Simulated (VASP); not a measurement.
The system is NaCl.

```
Cl Na
1.0
     3.50219    0.00000    0.00000
     0.00000    3.50219    0.00000
     0.00000    0.00000    3.50219
Cl Na
1 1
Cartesian
  1.7511 1.7511 1.7511
  0.0000 0.0000 0.0000
```

| Property | Result |
| --- | --- |
| Program | VASP 6.6.1 |
| Task | relaxation of cell and atoms |
| Functional | PBEsol |
| Dispersion | D3(BJ) |
| Potentials or basis | VASP PAW PBE potentials, release 64 (Cl, Na_pv) |
| Cutoff | 600 eV |
| k mesh | 8 × 8 × 8 |
| Occupations | fermi-dirac, width 0.05 eV |
| Spin | no spin polarisation |

At the start: pressure -2.8 GPa; volume 21.48 Å³/atom.

**Question.** Where does the relaxation end?

**Answer.** Over 4 steps the energy falls by 20.7 meV/atom and the volume is 19.29 Å³/atom (-10.2 %); space group Pm-3m (No. 221, to 0.05 Å).

Step by step:
```
step  energy change (eV)  largest force (eV/Å)  pressure (GPa)  volume (Å³)
   1              0.0000                0.0000           -2.76        42.96
   2             -0.0309                0.0000           -1.62        40.69
   3             -0.0407                0.0000            0.35        38.15
   4             -0.0413                0.0000            0.04        38.57
```

Final structure:
```
Cl Na
1.0
     3.37883    0.00000    0.00000
     0.00000    3.37883    0.00000
     0.00000    0.00000    3.37883
Cl Na
1 1
Direct
  0.50000 0.50000 0.50000
  0.00000 0.00000 0.00000
```

Caveat: the PAW data sets were made with another functional, which shifts forces and pressure a little.
